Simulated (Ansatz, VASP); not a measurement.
## One calculation of Ti, two programs

```
CELL_PARAMETERS angstrom
2.71374 1.56678 9.62051
-2.71374 1.56678 9.62051
0.00000 -3.13356 9.62051
ATOMIC_POSITIONS crystal
Ti 0.04736 0.54560 0.04736
Ti 0.04736 0.04736 0.54560
Ti 0.54560 0.04736 0.04736
Ti 0.95264 0.45440 0.95264
Ti 0.45440 0.95264 0.95264
Ti 0.95264 0.95264 0.45440
Ti 0.20975 0.70500 0.20975
Ti 0.20975 0.20975 0.70500
Ti 0.70500 0.20975 0.20975
Ti 0.79025 0.29500 0.79025
Ti 0.29500 0.79025 0.79025
Ti 0.79025 0.79025 0.29500
```

Alike in both runs: functional PBE; k mesh 6 × 6 × 6; occupations gaussian, width 0.1 eV; no spin polarisation.

Ansatz relaxed the structure, and its values are those at the end. VASP's run is a single point on that final structure, the one shown.

|  | VASP | Ansatz |
| --- | --- | --- |
| version | VASP 6.6.1 | Ansatz 0.2.0 |
| potentials or method | VASP PAW PBE potentials, release 64 (Ti_sv), cutoff 520 eV | scalar-relativistic, plane waves, PAW |
| valence electrons in the cell | 144 | 144 |

|  | VASP | Ansatz | Ansatz less VASP |
| --- | --- | --- | --- |
| gap on the k mesh at the Fermi level (eV) | none | none | - |
| pressure (GPa) | -0.4 | -0.1 | +0.26 |
| rms of the force components (eV/Å) | 0.009 | 0.005 | -0.0042 |

A gap of «none» marks a metal or a gap that the smearing closes. With one functional, cell and mesh, what is left measures potentials, basis and numerics.
